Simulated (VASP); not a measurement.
A run of VASP 6.6.1:

The input INCAR:

```
SYSTEM = ZrB2
PREC = Accurate
ENCUT = 520
EDIFF = 1E-7
ISMEAR = -1
SIGMA = 0.3
LREAL = .FALSE.
LASPH = .TRUE.
NELM = 60
ALGO = Normal
ISIF = 2
LWAVE = .FALSE.
LCHARG = .FALSE.
GGA = PS
NBANDS = 16
```

Contents of KPOINTS:

```
Automatic mesh
0
G
  10 10 8
  0 0 0
```

File POSCAR:

```
ZrB2
1.0
    3.1700000000      0.0000000000      0.0000000000
   -1.5850000000      2.7453005300      0.0000000000
    0.0000000000      0.0000000000      3.5330000000
Zr B
1 2
Direct
    0.0000000000      0.0000000000      0.0000000000
    0.3333330000      0.6666670000      0.5000000000
    0.6666670000      0.3333330000      0.5000000000
```

Potentials or basis: VASP PAW PBE potentials, release 64 (Zr_sv, B).

Launch:

```sh
$ cat potpaw_PBE.64/Zr_sv/POTCAR potpaw_PBE.64/B/POTCAR > POTCAR
$ mpirun -np 1 vasp_std > vasp.out
```

Hardware: 1 thread of Intel(R) Xeon(R) 6975P-C (Granite Rapids), with other jobs on the host.

How long does it take, and how much memory?

Wall time 11 s on 1 thread of Intel(R) Xeon(R) 6975P-C (Granite Rapids) (shared host), peak memory 0.16 GiB. Counts: scf iterations 14, k points 70.
